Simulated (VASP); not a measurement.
Input of a VASP 6.6.1 run:

Contents of INCAR:

```
SYSTEM = WS2
PREC     = Accurate       ! precision mode
ENCUT    = 520            ! plane-wave cutoff, eV
EDIFF    = 1E-6           ! SCF threshold, eV
ISMEAR   = -1             ! smearing method
SIGMA    = 0.05           ! smearing width, eV
LREAL    = .False.        ! projectors in reciprocal space
LASPH    = .True.         ! aspherical terms in the spheres
NELM     = 80             ! most SCF steps
ALGO     = Normal         ! electronic algorithm
ISIF     = 2              ! what is computed and relaxed
LWAVE    = .False.        ! write WAVECAR
LCHARG   = .True.         ! write CHGCAR
GGA      = PS             ! functional
LELF     = .True.         ! ELF
LVHAR    = .True.       
NBANDS   = 20             ! bands
```

The input KPOINTS:

```
regular mesh
0
Gamma
  10 10 2
  0 0 0
```

POSCAR

```
WS2
1.0
    3.1458030339      0.0000000000      0.0000000000
   -1.5729015169      2.7243453426      0.0000000000
    0.0000000000      0.0000000000     16.9534367507
W S
1 2
Direct
    0.0000000000      0.0000000000      0.0000000000
    0.3333333333      0.6666666667      0.0924219069
    0.3333333333      0.6666666667      0.9075780931
```

Potentials or basis: VASP PAW PBE potentials, release 64 (W_sv, S).

The run is started by

```sh
$ cat potpaw_PBE.64/W_sv/POTCAR potpaw_PBE.64/S/POTCAR > POTCAR
$ mpirun -np 1 vasp_std > vasp.out
```

(1) Estimate the largest force.

(2) Estimate the band gap on the k mesh.

## Answers

(1) 0.021 eV/Å.

(2) 2.25 eV, indirect (least direct gap 2.30 eV).

Caveat: the PAW data sets were made with another functional, which shifts forces and pressure a little; spin-orbit coupling is left out, which moves the levels of the heavy elements.
